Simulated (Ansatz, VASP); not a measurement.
**Two plane-wave programs on BaO**

Contents of INCAR:

```
ALGO = Normal
EDIFF = 1E-6
ENCUT = 600
GGA = CA
GGA_COMPAT = False
ISIF = 2
ISMEAR = 0
LASPH = True
LCHARG = False
LREAL = False
LWAVE = False
NBANDS = 15
NELM = 120
PREC = Accurate
SIGMA = 0.01
```

The input KPOINTS:

```
k-points
0
Gamma
  6 6 6
```

File POSCAR:

```
BaO
1.0
    0.0000000000      2.7718674917      2.7718674917
    2.7718674917      0.0000000000      2.7718674917
    2.7718674917      2.7718674917      0.0000000000
Ba O
1 1
Direct
    0.0000000000      0.0000000000      0.0000000000
    0.5000000000      0.5000000000      0.5000000000
```

Input for Ansatz:

```yaml
crystal:
  lattice:
    - [0.0, 2.7718674917, 2.7718674917]
    - [2.7718674917, 0.0, 2.7718674917]
    - [2.7718674917, 2.7718674917, 0.0]
  atoms:
    - { symbol: Ba, position: [0.0, 0.0, 0.0] }
    - { symbol: O, position: [0.5, 0.5, 0.5] }
kpoints:
  mp_grid: { grid: [6, 6, 6] }
hamiltonian:
  xc: lda
  pseudopotentials: { azcp: { folder: soft_1 } }
scf:
  occupations: { method: fixed }
  n_extra_bands: 4
output:
  forces: true
  stress: true
  eigenvalues: true
```

Alike in both runs: task single point; functional LDA; k mesh 6 × 6 × 6; no spin polarisation.

|  | VASP | Ansatz |
| --- | --- | --- |
| version | VASP 6.6.1 | Ansatz 0.2.0 |
| potentials or method | VASP PAW LDA potentials, release 64 (Ba_sv, O) | plane waves |
| plane-wave cutoff (eV) | 600 | 420 |
| occupations | gaussian, width 0.01 eV | fixed |
| valence electrons in the cell | 16 | 16 |

```tsv
	VASP	Ansatz	Ansatz less VASP
gap on the k mesh at the Fermi level (eV)	1.84	1.91	+0.079
pressure (GPa)	-2.8	-4.5	-1.68
```

Ansatz warns that its potentials were made for another functional, while VASP's fit it. LDA's correlation is that of Perdew and Zunger in VASP and of Perdew and Wang (1992) in Ansatz.

Neither program's run includes spin-orbit coupling.
